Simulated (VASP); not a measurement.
Here is a VASP 6.6.1 calculation.

INCAR

```
PREC     = Accurate       # precision mode
ENCUT    = 520            # plane-wave cutoff, eV
EDIFF    = 1E-7           # SCF threshold, eV
ISMEAR   = -1             # smearing method
SIGMA    = 0.03           # smearing width, eV
LREAL    = F              # projectors in reciprocal space
LASPH    = T              # aspherical terms in the spheres
NELM     = 100            # most SCF steps
ALGO     = Normal         # electronic algorithm
ISIF     = 2              # what is computed and relaxed
LWAVE    = F              # write WAVECAR
LCHARG   = T              # write CHGCAR
GGA      = PS             # functional
LELF     = T              # ELF
LVHAR    = T            
NBANDS   = 25             # bands
```

File KPOINTS:

```
regular mesh
0
Gamma
  6 6 6
```

Contents of POSCAR:

```
CaGeH6
1.0
    0.0000000000      3.8508018563      3.8508018563
    3.8508018563      0.0000000000      3.8508018563
    3.8508018563      3.8508018563      0.0000000000
Ca Ge H
1 1 6
Direct
    0.5000000000      0.5000000000      0.5000000000
    0.0000000000      0.0000000000      0.0000000000
    0.7835258614      0.2164741386      0.2164741386
    0.2164741386      0.7835258614      0.7835258614
    0.2164741386      0.7835258614      0.2164741386
    0.7835258614      0.2164741386      0.7835258614
    0.2164741386      0.2164741386      0.7835258614
    0.7835258614      0.7835258614      0.2164741386
```

Potentials or basis: VASP PAW PBE potentials, release 64 (Ca_sv, Ge_d, H).

Run with:

```console
$ cat potpaw_PBE.64/Ca_sv/POTCAR potpaw_PBE.64/Ge_d/POTCAR potpaw_PBE.64/H/POTCAR > POTCAR
$ mpirun -np 1 vasp_std > vasp.out
```

Q: Estimate the largest force.

A: 0.014 eV/Å.

Q: Predict the pressure.

A: -0.1 GPa.

Q: Predict the band gap on the k mesh.

A: 1.09 eV, indirect (least direct gap 1.65 eV).

Forces on the atoms (eV/Å):
```
Ca   0.000  0.000  0.000
Ge   0.000  0.000  0.000
H   -0.014  0.000  0.000
H    0.014  0.000  0.000
H    0.000 -0.014  0.000
H    0.000  0.014  0.000
H    0.000  0.000 -0.014
H    0.000  0.000  0.014
```

Caveat: the PAW data sets were made with another functional, which shifts forces and pressure a little. As with any semilocal functional, this PBEsol gap is likely too small.
